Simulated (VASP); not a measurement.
Input of a VASP 6.6.1 run:

INCAR

```
PREC = Accurate
ENCUT = 520
EDIFF = 1E-6
ISMEAR = -1
SIGMA = 0.01
LREAL = Auto
LASPH = True
NELM = 120
ALGO = Normal
ISIF = 2
LWAVE = False
LCHARG = False
GGA = CA
NELECT = 128.0
NBANDS = 86
GGA_COMPAT = False
```

KPOINTS

```
Automatic mesh
0
Gamma
  1 1 1
  0.25 0.25 0.25
```

The input POSCAR:

```
Si16HC16
1.0
    6.1879230300      0.0000000600      0.0000000000
   -3.0939615600      5.3588985100      0.0000000000
    0.0000000000      0.0000000000     10.1287833600
Si C H
16 16 1
Direct
    0.3365206900      0.1638083600      0.9419624000
    0.1698186100      0.3349090400      0.4385271700
    0.0036947800     -0.0006940900      0.6874768600
    0.0017308600      0.0009547700      0.1900304600
    0.3318164200      0.6597512000      0.9485484500
    0.1684296900      0.8359418100      0.4378094300
    0.0060518600      0.5056105600      0.6877586500
    0.0015692900      0.5006989600      0.1911728500
    0.8372639700      0.1656524400      0.9421960400
    0.6722445200      0.3377288100      0.4378286600
    0.5092288000      0.0250841000      0.6807749500
    0.5021117100      0.0004744100      0.1905823300
    0.8364450500      0.6655442000      0.9414764800
    0.6708414700      0.8348409100      0.4385034600
    0.5063939400      0.4900850600      0.6861102900
    0.5020634200      0.5001920000      0.1909581700
    0.3344357200      0.1633073400      0.7535135700
    0.1677959300      0.3351199200      0.2522375200
    0.0038426900      0.0016967900      0.5024253900
    0.0027545900     -0.0006301300      0.0027790200
    0.3449303700      0.6629389300      0.7560184300
    0.1677832300      0.8353592800      0.2518587900
    0.0070137000      0.5037240000      0.5032929200
   -0.0006835900      0.4977849300      0.0042367100
    0.8415068200      0.1690241200      0.7527670000
    0.6683333400      0.3348391800      0.2523180500
    0.5038113800      0.0016887400      0.5001687400
    0.5023055200     -0.0023027900      0.0029340000
    0.8394878200      0.6663425100      0.7526860800
    0.6678155100      0.8347051900      0.2522465500
    0.5038701600      0.5006994900      0.5020412600
    0.5025365800      0.4974181100      0.0038149300
    0.5526954600      0.8186147300      0.7739834800
```

Potentials or basis: VASP PAW LDA potentials, release 64 (Si, C, H).

Command:

```sh
$ cat potpaw_LDA.64/Si/POTCAR potpaw_LDA.64/C/POTCAR potpaw_LDA.64/H/POTCAR > POTCAR
$ mpirun -np 1 vasp_std > vasp.out
```

Task: Estimate the largest force.

Result: 0.370 eV/Å.

Forces on the atoms (eV/Å):
```
Si  -0.106  0.060  0.007
Si   0.083 -0.060  0.004
Si   0.057 -0.026 -0.005
Si  -0.075  0.062 -0.007
Si  -0.119  0.063  0.065
Si   0.114 -0.037 -0.016
Si   0.037 -0.144 -0.015
Si  -0.078  0.063 -0.010
Si  -0.130  0.056  0.002
Si   0.095 -0.057 -0.012
Si   0.012  0.159 -0.118
Si  -0.090  0.057 -0.010
Si  -0.101  0.058  0.008
Si   0.097 -0.039  0.003
Si   0.126 -0.045  0.002
Si  -0.085  0.060 -0.010
C   -0.144  0.152 -0.007
C    0.158 -0.095  0.007
C   -0.082  0.036  0.008
C    0.071 -0.065  0.016
C    0.100  0.247  0.045
C    0.153 -0.101  0.001
C   -0.084  0.007 -0.006
C    0.088 -0.049 -0.016
C   -0.207  0.127 -0.100
C    0.154 -0.079  0.001
C   -0.093  0.058 -0.007
C    0.066 -0.074  0.017
C   -0.212  0.082  0.025
C    0.161 -0.096  0.002
C   -0.067  0.024  0.032
C    0.093 -0.044  0.005
H    0.011 -0.359  0.090
```

Caveat: the k points lie up to 0.59 Å⁻¹ apart; the cell carries a net charge on a neutralising background, which shifts energy and pressure.
